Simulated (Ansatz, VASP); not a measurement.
**Te6Mo3H in VASP and in Ansatz**

```
Te Mo H
1.0
     3.43343    0.00000    0.00000
    -1.71672    2.97344    0.00000
     0.00000    0.00000   20.77043
Te Mo H
6 3 1
Direct
  0.00000 0.00000 0.91258
  0.33333 0.66667 0.59178
  0.33333 0.66667 0.23331
  0.33333 0.66667 0.76669
  0.33333 0.66667 0.40822
  0.00000 0.00000 0.08742
  0.00000 0.00000 0.67915
  0.00000 0.00000 0.32085
  0.33333 0.66667 0.00000
  0.94769 0.64051 0.50234
```

Alike in both runs: task single point; functional PBEsol; dispersion D3(BJ); k mesh 9 × 9 × 2; occupations gaussian, width 0.05 eV; no spin polarisation.

|  | VASP | Ansatz |
| --- | --- | --- |
| version | VASP 6.6.1 | Ansatz 0.2.0 |
| potentials or method | VASP PAW PBE potentials, release 64 (Te, Mo_sv, H), cutoff 400 eV | scalar-relativistic, plane waves, PAW |
| valence electrons in the cell | 79 | 139 |

Ansatz gave:

```
gap on the k mesh at the Fermi level (eV)                     : none
pressure (GPa)                                                : -0.6
traceless stress, the component that is largest in VASP (GPa) : -0.37
rms of the force components (eV/Å)                            : 0.120
```

Q: Which values does VASP return?

A: gap on the k mesh at the Fermi level (eV): none; pressure (GPa): -0.7; traceless stress, the component that is largest in VASP (GPa): -0.40; rms of the force components (eV/Å): 0.126.

VASP's potentials were made for PBE, not for PBEsol, and Ansatz warns of the same on its side. Atom by atom the forces differ by 0.014 eV/Å (rms over components). A gap of «none» marks a metal or a gap that the smearing closes. VASP's potentials hold 79 valence electrons a cell and Ansatz's 139, so a difference there can come from the potentials and not from the codes.

Spin-orbit coupling is off throughout.
